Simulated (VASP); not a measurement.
The system is Rb2ScCdC6N6.

```xyz
16
Lattice="0.0000 5.2895 5.2895 5.2895 0.0000 5.2895 5.2895 5.2895 0.0000" Properties=species:S:1:pos:R:3 pbc="T T T"
Rb    2.6448    2.6448    2.6448
Rb    7.9343    7.9343    7.9343
Sc    0.0000    0.0000    0.0000
Cd    5.2895    5.2895    5.2895
C     2.0220    5.2895    5.2895
C     5.2895    2.0220    5.2895
C     5.2895    5.2895    2.0220
C     8.5570    5.2895    5.2895
C     5.2895    8.5570    5.2895
C     5.2895    5.2895    8.5570
N     3.1920    5.2895    5.2895
N     5.2895    3.1920    5.2895
N     5.2895    5.2895    3.1920
N     7.3870    5.2895    5.2895
N     5.2895    7.3870    5.2895
N     5.2895    5.2895    7.3870
```

```yaml
Program: VASP 6.6.1
Task: relaxation of cell and atoms
Functional: PBE
Potentials_or_basis: VASP PAW PBE potentials, release 64 (Rb_sv, Sc_sv, Cd, C, N)
Cutoff: 600 eV
k_mesh: 4 × 4 × 4
Occupations: gaussian, width 0.1 eV
Spin: no spin polarisation
```

At the start: pressure 17.6 GPa; volume 18.50 Å³/atom.

Task: Where does the relaxation end?

Result: Over 11 steps the energy falls by 296.6 meV/atom and the volume is 24.74 Å³/atom (+33.7 %); space group Fm-3m (No. 225, to 0.1 Å) before and after.

The path:
```tsv
step	energy change (eV)	largest force (eV/Å)	pressure (GPa)	volume (Å³)
1	0.0000	2.5407	17.63	295.99
2	-0.3060	16.0847	12.94	392.02
3	-2.7022	7.0632	13.08	340.44
4	-4.5272	1.4797	3.57	371.73
5	-4.7109	0.9390	-0.17	388.79
6	-4.7132	0.7398	0.16	387.13
7	-4.7127	0.6224	0.35	386.15
8	-4.7304	0.4144	0.27	388.90
9	-4.7460	0.0994	0.09	394.94
10	-4.7459	0.1124	0.08	395.12
11	-4.7461	0.0276	-0.05	395.85
```

Final structure:
```cif
data_structure
_symmetry_space_group_name_H-M 'P 1'
_symmetry_Int_Tables_number 1
_cell_length_a 8.2416
_cell_length_b 8.2416
_cell_length_c 8.2416
_cell_angle_alpha 60.000
_cell_angle_beta 60.000
_cell_angle_gamma 60.000
_cell_volume 395.85
loop_
_atom_site_label
_atom_site_type_symbol
_atom_site_fract_x
_atom_site_fract_y
_atom_site_fract_z
_atom_site_occupancy
Rb1 Rb 0.25000 0.25000 0.25000 1
Rb2 Rb 0.75000 0.75000 0.75000 1
Sc1 Sc 0.00000 0.00000 0.00000 1
Cd1 Cd 0.50000 0.50000 0.50000 1
C1 C 0.80162 0.19838 0.19838 1
C2 C 0.19838 0.80162 0.19838 1
C3 C 0.19838 0.19838 0.80162 1
C4 C 0.19838 0.80162 0.80162 1
C5 C 0.80162 0.19838 0.80162 1
C6 C 0.80162 0.80162 0.19838 1
N1 N 0.70051 0.29949 0.29949 1
N2 N 0.29949 0.70051 0.29949 1
N3 N 0.29949 0.29949 0.70051 1
N4 N 0.29949 0.70051 0.70051 1
N5 N 0.70051 0.29949 0.70051 1
N6 N 0.70051 0.70051 0.29949 1
```

Caveat: the volume moved by over 15 % at a fixed basis, so the end points are rough.
